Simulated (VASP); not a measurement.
A run of VASP 6.6.1 is set up as follows.

Contents of INCAR:

```
SYSTEM = C
  PREC = Accurate
  ENCUT = 520
  EDIFF = 1E-7
  ISMEAR = 0
  SIGMA = 0.05
  LREAL = .False.
  LASPH = .True.
  NELM = 60
  ALGO = Normal
  ISIF = 2
  LWAVE = .False.
  LCHARG = .True.
  LDIPOL = .True.
  IDIPOL = 3
  DIPOL = 0.5 0.5 0.499
  GGA = PS
  LELF = .True.
  LVHAR = .True.
  LVACPOTAV = .True.
  NBANDS = 41
```

File KPOINTS:

```
Automatic mesh
0
Gamma
  8 7 1
  0 0 0
```

Contents of POSCAR:

```
C
1.0
    3.8680417881      0.0000000000      0.0000000000
   -1.5631267594      3.9617361864      0.0000000000
    0.0000000000      0.0000000000     24.3767307549
C
14
Direct
    0.5000811939      0.3333603980      0.3486931896
    0.4999188061      0.6666396020      0.3486931896
    0.5000811939      0.8333603980      0.3991287931
    0.4999188061      0.1666396020      0.3991287931
    0.5000811939      0.3333603980      0.4495643965
    0.4999188061      0.6666396020      0.4495643965
    0.5002106530      0.8343043098      0.5000196354
    0.4997893470      0.1656956902      0.5000196354
    0.4999380341      0.3337682741      0.5504392970
    0.5000619659      0.6662317259      0.5504392970
    0.5001081965      0.8367316848      0.6009755601
    0.4998918035      0.1632683152      0.6009755601
    0.5003571239      0.3549399203      0.6470751237
    0.4996428761      0.6450600797      0.6470751237
```

Potentials or basis: VASP PAW PBE potentials, release 64 (C).

The run is started by

```bash
$ cat potpaw_PBE.64/C/POTCAR > POTCAR
$ mpirun -np 1 vasp_std > vasp.out
```

(1) Estimate the band gap on the k mesh.

(2) Predict the largest force.

Results:

(1) zero (band 28 reaches -2.44 eV, above the bottom of band 29 at -2.70 eV).

(2) 7.439 eV/Å.

Caveat: the PAW data sets were made with another functional, which shifts forces and pressure a little.
